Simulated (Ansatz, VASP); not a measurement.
**B3C2 in VASP and in Ansatz**

```xyz
10
Lattice="3.9476 0.0000 0.0000 -1.9738 3.4187 0.0000 0.0000 0.0000 5.1026" Properties=species:S:1:pos:R:3 pbc="T T T"
B     1.5251    2.2291    1.2757
B     0.7192    3.2125    3.8270
B     3.1417    0.9834    1.2757
B    -1.1679    2.4353    3.8270
B     0.4487    1.1896    3.8270
B     1.2546    0.2062    1.2757
C     1.9738    1.1396    3.8270
C     0.0000    2.2791    1.2757
C     0.0000    0.0000    2.5513
C     0.0000    0.0000    0.0000
```

Change from the starting cell: species swapped into the Er3Ru2 type (P6_3/m, No. 176).

Alike in both runs: functional PBE; k mesh 3 × 3 × 6; occupations gaussian, width 0.1 eV; no spin polarisation.

Ansatz relaxed the structure, and its values are those at the end. VASP's run is a single point on that final structure, the one shown.

|  | VASP | Ansatz |
| --- | --- | --- |
| version | VASP 6.6.1 | Ansatz 0.2.0 |
| potentials or method | VASP PAW PBE potentials, release 64 (B, C), cutoff 520 eV | scalar-relativistic, plane waves, PAW |
| valence electrons in the cell | 34 | 34 |

|  | VASP | Ansatz | Ansatz less VASP |
| --- | --- | --- | --- |
| gap on the k mesh at the Fermi level (eV) | none | none | - |
| pressure (GPa) | 0.2 | 0.0 | -0.16 |
| rms of the force components (eV/Å) | 0.012 | 0.003 | -0.0092 |

A gap of «none» marks a metal or a gap that the smearing closes. The functional is the same, so the differences come from potentials, cutoffs and numerics.

The k mesh is coarse, so the values compare programs but aren't converged.
